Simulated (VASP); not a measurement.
# MgB2 (P6/mmm) in VASP: further runs

Runs on MgB2. Level: r2SCAN. Tasks: single point.

Program: VASP 6.6.1. These are calculated values, not measurements. Logs are shortened: lines on timing, memory, paths and dates and some standing lists are left out, and cuts for length are marked.

**1. The cell of the first run**

It takes space group P6/mmm (No. 191, hexagonal). Conventional cell: a = 3.043 Å, b = 3.043 Å, c = 3.475 Å, α = 90.00°, β = 90.00°, γ = 120.00°. Mg (site symmetry 6/mmm) has 12 B at 2.47 Å and 6 Mg at 3.04 Å within 3.3 Å. B (site symmetry -6m2) has 3 B at 1.76 Å within 2.3 Å.

**2. Single point, r2SCAN**

Input file POSCAR:

```
MgB2
1.0
    3.0433056997      0.0000000000      0.0000000000
   -1.5216528499      2.6355800475      0.0000000000
    0.0000000000      0.0000000000      3.4753860551
Mg B
1 2
Direct
    0.0000000000      0.0000000000      0.0000000000
    0.6666666667      0.3333333333      0.5000000000
    0.3333333333      0.6666666667      0.5000000000
```

Input file INCAR.step1:

```
PREC = Accurate
ENCUT = 520
ISMEAR = -1
SIGMA = 0.05
LREAL = F
LASPH = T
NELM = 100
NBANDS = 11
GGA = PE
ALGO = Normal
EDIFF = 1E-4
LWAVE = T
LCHARG = F
```

Input file INCAR.step2:

```
PREC = Accurate
ENCUT = 520
EDIFF = 1E-6
ISMEAR = -1
SIGMA = 0.05
LREAL = F
LASPH = T
NELM = 100
ALGO = Normal
ISIF = 2
LWAVE = F
LCHARG = F
METAGGA = R2SCAN
LMIXTAU = T
NBANDS = 11
ISTART = 1
```

Input file KPOINTS:

```
regular mesh
0
Gamma
  10 10 8
```

Potentials or basis: VASP PAW PBE potentials, release 64 (Mg, B).

Launch:

```bash
$ cat potpaw_PBE.64/Mg/POTCAR potpaw_PBE.64/B/POTCAR > POTCAR
$ cp INCAR.step1 INCAR
$ mpirun -np 1 vasp_std > vasp.out
$ cp INCAR.step2 INCAR
$ mpirun -np 1 vasp_std > vasp.out
```

OUTCAR:

```text
PREC = Accurate
   ENCUT = 520
   EDIFF = 1E-6
   ISMEAR = -1
   LREAL = F
   LASPH = T
   NELM = 100
   ISIF = 2
   METAGGA = R2SCAN
   ISTART = 1

 ion  position               nearest neighbor table
   1  0.000  0.000  0.000-   2 2.47   3 2.47   2 2.47   3 2.47   2 2.47   2 2.47   3 2.47   3 2.47
                             2 2.47   2 2.47   3 2.47   3 2.47
   2  0.667  0.333  0.500-   3 1.76   3 1.76   3 1.76   1 2.47   1 2.47   1 2.47   1 2.47   1 2.47
                             1 2.47
   3  0.333  0.667  0.500-   2 1.76   2 1.76   2 1.76   1 2.47   1 2.47   1 2.47   1 2.47   1 2.47
                             1 2.47

  LATTYP: Found a hexagonal cell.
 ALAT       =     3.0433056997
 C/A-ratio  =     1.1419773096

  Lattice vectors:

 A1 = (   3.0433056997,   0.0000000000,   0.0000000000)
 A2 = (  -1.5216528499,   2.6355800475,   0.0000000000)
 A3 = (   0.0000000000,   0.0000000000,   3.4753860551)

Analysis of symmetry for initial positions (statically):
=====================================================================
 Subroutine PRICEL returns:
 Original cell was already a primitive cell.

 Routine SETGRP: Setting up the symmetry group for a
 hexagonal supercell.

 Subroutine GETGRP returns: Found 24 space group operations
 (whereof 24 operations were pure point group operations)
 out of a pool of 24 trial point group operations.

The static configuration has the point symmetry D_6h.

Analysis of symmetry for dynamics (positions and initial velocities):
=====================================================================
 Subroutine PRICEL returns:
 Original cell was already a primitive cell.

 Routine SETGRP: Setting up the symmetry group for a
 hexagonal supercell.

 Subroutine GETGRP returns: Found 24 space group operations
 (whereof 24 operations were pure point group operations)
 out of a pool of 24 trial point group operations.

The dynamic configuration has the point symmetry D_6h.

 Subroutine INISYM returns: Found 24 space group operations
 (whereof 24 operations are pure point group operations),
 and found     1 'primitive' translations

----------------------------------------------------------------------------------------

                                     Primitive cell

  volume of cell :      27.8756

  direct lattice vectors                    reciprocal lattice vectors
     3.043305700  0.000000000  0.000000000     0.328590059  0.189711559  0.000000000
    -1.521652850  2.635580047  0.000000000     0.000000000  0.379423118  0.000000000
     0.000000000  0.000000000  3.475386055     0.000000000  0.000000000  0.287737818

  length of vectors
     3.043305700  3.043305700  3.475386055     0.379423118  0.379423118  0.287737818

  position of ions in fractional coordinates (direct lattice)
     0.000000000  0.000000000  0.000000000
     0.666666667  0.333333333  0.500000000
     0.333333333  0.666666667  0.500000000

  ion indices of the primitive-cell ions
   primitive index   ion index
                 1           1
                 2           2
                 3           3

----------------------------------------------------------------------------------------

 KPOINTS: regular mesh

Automatic generation of k-mesh.
 Grid dimensions read from file:
 generate k-points for:   10   10    8

 Generating k-lattice:

  Cartesian coordinates                     Fractional coordinates (reciprocal lattice)
     0.032859006  0.018971156  0.000000000     0.100000000  0.000000000  0.000000000
     0.000000000  0.037942312  0.000000000     0.000000000  0.100000000  0.000000000
     0.000000000  0.000000000  0.035967227     0.000000000  0.000000000  0.125000000

  Length of vectors
     0.037942312  0.037942312  0.035967227

  Shift w.r.t. Gamma in fractional coordinates (k-lattice)
     0.000000000  0.000000000  0.000000000

 Subroutine IBZKPT returns following result:
 ===========================================

 Found     70 irreducible k-points:

 Following reciprocal coordinates:
            Coordinates               Weight
  0.000000  0.000000  0.000000      1.000000
  0.100000  0.000000  0.000000      6.000000
  0.200000  0.000000  0.000000      6.000000
  0.300000 -0.000000  0.000000      6.000000
  0.400000 -0.000000  0.000000      6.000000
  0.500000  0.000000  0.000000      3.000000
[... 16 lines left out ...]
  0.300000  0.100000  0.125000     24.000000
  0.400000  0.100000  0.125000     24.000000
 [... further k-points ...]
   k-points           NKPTS =     70   k-points in BZ     NKDIM =     70   number of bands    NBANDS=     11
   number of dos      NEDOS =    301   number of ions     NIONS =      3
   total plane-waves  NPLWV =  16128
   dimension x,y,z NGX =    24 NGY =   24 NGZ =   28
   dimension x,y,z NGXF=    48 NGYF=   48 NGZF=   56
   ions per type =               1   2
   NGX,Y,Z   is equivalent  to a cutoff of  13.11, 13.11, 13.39 a.u.
   NGXF,Y,Z  is equivalent  to a cutoff of  26.22, 26.22, 26.79 a.u.
 SYSTEM =  unknown system
   PREC   = accura    normal or accurate (medium, high low for compatibility)
   ISTART =      1    job   : 0-new  1-cont  2-samecut
   ICHARG =      0    charge: 1-file 2-atom 10-const
   ISPIN  =      1    spin polarized calculation?
   LNONCOLLINEAR =      F non collinear calculations
   LSORBIT =      F    spin-orbit coupling
   LASPH  =      T    aspherical Exc in radial PAW
   ENCUT  =  520.0 eV  38.22 Ry    6.18 a.u.   5.66  5.66  6.46*2*pi/ulx,y,z
   NELM   =    100;   NELMIN=  2; NELMDL=  0     # of ELM steps
   EDIFF  = 0.1E-05   stopping-criterion for ELM
   LREAL  =      F    real-space projection
   EDIFFG = 0.1E-04   stopping-criterion for IOM
   NSW    =      0    number of steps for IOM
   IBRION =     -1    ionic relax: 0-MD 1-quasi-New 2-CG
   NFREE  =      0    steps in history (QN), initial steepest desc. (CG)
   ISIF   =      2    stress and relaxation
   ISYM   =      2    0-nonsym 1-usesym 2-fastsym
   POTIM  = 0.5000    time-step for ionic-motion
   TEBEG  =    0.0;   TEEND  =   0.0 temperature during run
   PSTRESS=    0.0 pullay stress
   NELECT =       8.0000    total number of electrons
   NUPDOWN=      -1.0000    fix difference up-down
   EMIN   =  10.00;   EMAX   =-10.00  energy-range for DOS
   EFERMI =   0.00;   METHOD = LEGACY
   ISMEAR =    -1;   SIGMA  =   0.05  broadening in eV -4-tet -1-fermi 0-gaus
   EFERMI_NEDOS =   21; number of points for ismear=-14 and -15
   IALGO  =     38    algorithm
   IMIX   =      4    mixing-type and parameters
     AMIX     =   0.40;   BMIX     =  1.00
     AMIX_MAG =   1.60;   BMIX_MAG =  1.00
  volume/ion in A,a.u.               =       9.29        62.70
  Fermi-wavevector in a.u.,A,eV,Ry     =   1.079849  2.040620 15.865411  1.166075
  Thomas-Fermi vector in A             =   2.215825
   LORBIT       =      0    0 simple, 1 ext, 2 COOP (PROOUT), +10 PAW based schemes
   METAGGA = R2SCAN    functional components
   LHFCALC =     F    Hartree Fock is set to
   AEXX    =    0.0000 exact exchange contribution
   IVDW    =     0    specifies the selected vdW correction
   LEPSILON=     F    determine dielectric tensor
   LRPA    =     F    only Hartree local field effects (RPA)
 non-spin polarized calculation
  energy-cutoff  :      520.00
  volume of cell :       27.88
 maximum number of plane-waves:       763
 NGX is ok and might be reduce to    24
   NGX = 11   NGY = 11   NGZ = 13

 number of electron       8.0000000 magnetization

 Free energy of the ion-electron system (eV)
  ---------------------------------------------------
  ext. energy  EPLUGINS =         0.00000000
  ---------------------------------------------------
  free energy    TOTEN  =       -19.39592483 eV

  energy without entropy =      -19.38993086  energy(sigma->0) =      -19.39292784

 E-fermi :   5.6130     XC(G=0): -11.6992

 val. band max:        5.6058780331   @ k =   0.1000   0.0000   0.1250
 cond. band min:       5.6923781086   @ k =   0.4000   0.1000   0.0000
 fundamental gap:      0.0865000756
 Fermi energy:         5.6129542930

 k-point     1 :       0.0000    0.0000    0.0000
  band No.  band energies     occupation
      1      -7.9026      2.00000
      2       2.3546      2.00000
      3       5.9899      0.00106
      4       5.9899      0.00106
      5       7.6374      0.00000
      6      12.3718      0.00000
      7      12.3718      0.00000
      8      14.5042      0.00000
      9      16.7459      0.00000
     10      19.8695      0.00000
     11      23.2160      0.00000

 k-point     2 :       0.1000    0.0000    0.0000
  band No.  band energies     occupation
      1      -7.7150      2.00000
      2       2.5381      2.00000
      3       5.0493      1.99997
      4       5.5523      1.54191
      5       7.7945      0.00000
      6      12.3086      0.00000
      7      13.1969      0.00000
      8      14.9240      0.00000
      9      16.0141      0.00000
     10      20.7275      0.00000
     11      22.4548      0.00000

 k-point     3 :       0.2000    0.0000    0.0000
  band No.  band energies     occupation
      1      -7.1553      2.00000
      2       3.0201      2.00000
      3       3.0824      2.00000
      4       4.6855      2.00000
      5       8.2761      0.00000
      6      11.8374      0.00000
      7      14.1988      0.00000
      8      15.2042      0.00000
      9      15.7532      0.00000
     10      21.4119      0.00000
     11      21.6216      0.00000
[... 267 lines left out ...]
 k-point    23 :       0.3000    0.1000    0.1250
  band No.  band energies     occupation
      1      -5.3830      2.00000
      2      -0.1363      2.00000
      3       2.8624      2.00000
      4       3.7141      2.00000
      5       9.6383      0.00000
      6      10.9733      0.00000
      7      12.4179      0.00000
      8      15.7701      0.00000
      9      17.1686      0.00000
     10      18.7749      0.00000
     11      21.2962      0.00000

 k-point    24 :       0.4000    0.1000    0.1250
  band No.  band energies     occupation
      1      -4.0108      2.00000
      2      -2.0707      2.00000
      3       2.5018      2.00000
      4       4.8298      2.00000
      5       8.0211      0.00000
      6      11.2937      0.00000
      7      12.6761      0.00000
      8      14.9847      0.00000
      9      16.7528      0.00000
     10      20.4884      0.00000
     11      21.3588      0.00000

 [... further k-points ...]
[... 5 lines left out ...]
  --------------------------------------------------------------------------------------
  -------------------------------------------------------------------------------------
  Total        0.8647438      0.8647438      0.3934226     -0.0000000     -0.0000000      0.0000000
  in kB       49.7019214     49.7019214     22.6123184     -0.0000000     -0.0000000      0.0000000
  external PRESSURE =      40.6720538 kB  Pullay stress =       0.0000000 kB

 VOLUME and BASIS-vectors are now :
 -----------------------------------------------------------------------------
  energy-cutoff  :      520.00
  volume of cell :       27.88
      direct lattice vectors                 reciprocal lattice vectors
     3.043305700  0.000000000  0.000000000     0.328590059  0.189711559  0.000000000
    -1.521652850  2.635580047  0.000000000     0.000000000  0.379423118  0.000000000
     0.000000000  0.000000000  3.475386055     0.000000000  0.000000000  0.287737818

 POSITION                                       TOTAL-FORCE (eV/Angst)
 -----------------------------------------------------------------------------------
      0.00000      0.00000      0.00000         0.000000      0.000000      0.000000
      1.52165      0.87853      1.73769        -0.000000      0.000000      0.000000
     -0.00000      1.75705      1.73769         0.000000      0.000000      0.000000
 -----------------------------------------------------------------------------------
    total drift:                                0.000000     -0.000000      0.000000

  FREE ENERGIE OF THE ION-ELECTRON SYSTEM (eV)
  ---------------------------------------------------
  free  energy   TOTEN  =       -19.3959248306 eV

  energy  without entropy=      -19.3899308565  energy(sigma->0) =      -19.39292784
```

Run time: 32 s. Hardware: 1 thread of Intel Xeon 6975P-C (Granite Rapids), shared host; peak memory 0.16 GiB.

What came out:

| Quantity | Value |
| --- | --- |
| Free energy | -19.3959 eV |
| Pressure | 4.1 GPa |
| Band gap on the k mesh | zero (band 4 reaches 6.76 eV, above the bottom of band 5 at 4.14 eV) |

Stress tensor (GPa, compression positive):
```
4.97 0.00 0.00
0.00 4.97 0.00
0.00 0.00 2.26
```

Levels at points of the mesh, in eV from the Fermi level:
```csv
k point,band 1,band 2,band 3,band 4,band 5,band 6,band 7,band 8
"(0.00, 0.00, 0.00)",-13.52,-3.26,0.38,0.38,2.02,6.76,6.76,8.89
"(0.50, 0.00, 0.00)",-9.35,-8.50,-2.41,0.15,3.34,4.18,5.93,8.23
"(0.00, 0.00, 0.50)",-12.18,-7.99,0.80,0.80,7.06,7.06,8.79,10.97
"(0.50, 0.00, 0.50)",-8.31,-7.55,-3.90,-2.11,-1.30,6.27,9.73,10.01
```

Caveat: the PAW data sets were made with another functional, which shifts forces and pressure a little.

**3. Single point, r2SCAN**

This run uses another cell than the first one, of 9.68 Å³/atom, 1.042 times its volume.

Input file POSCAR:

```
MgB2
1.0
    3.0850000000      0.0000000000      0.0000000000
   -1.5425000000      2.6716883707      0.0000000000
    0.0000000000      0.0000000000      3.5230000000
Mg B
1 2
Direct
    0.0000000000      0.0000000000      0.0000000000
    0.6666666667      0.3333333333      0.5000000000
    0.3333333333      0.6666666667      0.5000000000
```

Input file INCAR.step1:

```
SYSTEM = MgB2
PREC = Accurate
ENCUT = 520
ISMEAR = -1
SIGMA = 0.05
LREAL = .FALSE.
LASPH = .TRUE.
NELM = 100
NBANDS = 11
GGA = PE
ALGO = Normal
EDIFF = 1E-4
LWAVE = .TRUE.
LCHARG = .FALSE.
```

Input file INCAR.step2:

```
SYSTEM = MgB2
PREC = Accurate
ENCUT = 520
EDIFF = 1E-6
ISMEAR = -1
SIGMA = 0.05
LREAL = .FALSE.
LASPH = .TRUE.
NELM = 100
ALGO = Normal
ISIF = 2
LWAVE = .FALSE.
LCHARG = .FALSE.
METAGGA = R2SCAN
LMIXTAU = .TRUE.
NBANDS = 11
ISTART = 1
```

Input file KPOINTS:

```
Automatic mesh
0
G
  10 10 8
  0 0 0
```

Potentials or basis: VASP PAW PBE potentials, release 64 (Mg, B).

Launch:

```bash
$ cat potpaw_PBE.64/Mg/POTCAR potpaw_PBE.64/B/POTCAR > POTCAR
$ cp INCAR.step1 INCAR
$ mpirun -np 1 vasp_std > vasp.out
$ cp INCAR.step2 INCAR
$ mpirun -np 1 vasp_std > vasp.out
```

Run time: 32 s. Hardware: 1 thread of Intel Xeon 6975P-C (Granite Rapids), shared host; peak memory 0.16 GiB.

Results (log left out):

```
Free energy            : -19.4013 eV
Pressure               : -2.5 GPa
Band gap on the k mesh : zero (band 4 reaches 6.46 eV, above the bottom of band 5 at 3.91 eV)
```

Stress tensor (GPa, compression positive):
```
-2.42  0.00  0.00
 0.00 -2.42  0.00
 0.00  0.00 -2.65
```

Levels at points of the mesh, in eV from the Fermi level:
```
           k point  band 2  band 3  band 4  band 5  band 6  band 7
(0.00, 0.00, 0.00)   -3.17    0.35    0.35    1.92    6.58    6.58
(0.50, 0.00, 0.00)   -8.32   -2.36    0.17    3.25    4.08    5.72
(0.00, 0.00, 0.50)   -7.79    0.75    0.75    6.90    6.90    8.54
(0.50, 0.00, 0.50)   -7.40   -3.79   -2.06   -1.27    5.99    9.45
```

Caveat: the PAW data sets were made with another functional, which shifts forces and pressure a little.
